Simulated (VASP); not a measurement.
Set up this calculation in VASP 6.6.1, as the native input.

```yaml
Task: single point
Functional: PBE
Potentials_or_basis: VASP PAW PBE potentials, release 64 (Al, N)
Cutoff: 520 eV
k_mesh: 10 × 10 × 10
Occupations: gaussian, width 0.05 eV
Spin: no spin polarisation
Dipole_correction: no
Further_INCAR_settings: ALGO = Normal; EDIFF = 1e-07; NBANDS = 11
```

The structure of AlN lies in POSCAR:

```
AlN
1.0
    0.0000000000      2.1839935596      2.1839935596
    2.1839935596      0.0000000000      2.1839935596
    2.1839935596      2.1839935596      0.0000000000
Al N
1 1
Direct
   -0.0222842665     -0.0222842665      0.0222842665
    0.7929259508      0.7929259508      0.7070740492
```

This cell differs from its parent crystal: mode 4 (656.9 1/cm) frozen in, largest displacement +0.188 Å.

The input as run:

INCAR

```
PREC = Accurate
ENCUT = 520
EDIFF = 1E-7
ISMEAR = 0
SIGMA = 0.05
LREAL = False
LASPH = True
NELM = 100
ALGO = Normal
ISIF = 2
LWAVE = False
LCHARG = False
GGA = PE
NBANDS = 11
```

KPOINTS

```
Automatic mesh
0
Gamma
  10 10 10
```

Potentials or basis: VASP PAW PBE potentials, release 64 (Al, N).

Command:

```sh
$ cat potpaw_PBE.64/Al/POTCAR potpaw_PBE.64/N/POTCAR > POTCAR
$ mpirun -np 1 vasp_std > vasp.out
```

It gave:

| Item | Value |
| --- | --- |
| Pressure | 14.4 GPa |
| Largest force | 3.848 eV/Å |
| Band gap on the k mesh | 2.62 eV, indirect (least direct gap 3.39 eV) |

Caveat: the cell differs from its parent crystal (mode 4 (656.9 1/cm) frozen in, largest displacement +0.188 Å); forces of over 1 eV/Å act on the atoms, so gaps and moduli don't describe the material at rest.

Wall time 11 s on 1 thread of Intel(R) Xeon(R) 6975P-C (Granite Rapids) (shared host), peak memory 0.16 GiB.
